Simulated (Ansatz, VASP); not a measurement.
TiAsS3: VASP beside Ansatz

```
Ti As S
1.0
     4.68319    0.00000    0.00000
     0.00000    4.68319    0.00000
     0.00000    0.00000    4.68319
Ti As S
1 1 3
Direct
  0.50000 0.50000 0.50000
  0.00000 0.00000 0.00000
  0.00000 0.50000 0.50000
  0.50000 0.00000 0.50000
  0.50000 0.50000 0.00000
```

Alike in both runs: functional PBE; k mesh 8 × 8 × 8; occupations gaussian, width 0.1 eV; no spin polarisation.

Ansatz relaxed the structure, and its values are those at the end. VASP's run is a single point on that final structure, the one shown.

|  | VASP | Ansatz |
| --- | --- | --- |
| version | VASP 6.6.1 | Ansatz 0.2.0 |
| potentials or method | VASP PAW PBE potentials, release 64 (Ti_sv, As, S), cutoff 520 eV | scalar-relativistic, plane waves, PAW |
| valence electrons in the cell | 35 | 45 |

|  | VASP | Ansatz | Ansatz less VASP |
| --- | --- | --- | --- |
| gap on the k mesh at the Fermi level (eV) | none | none | - |
| pressure (GPa) | 0.0 | 0.0 | +0.03 |

A gap of «none» marks a metal or a gap that the smearing closes. VASP's potentials hold 35 valence electrons a cell and Ansatz's 45, so a difference there can come from the potentials and not from the codes.
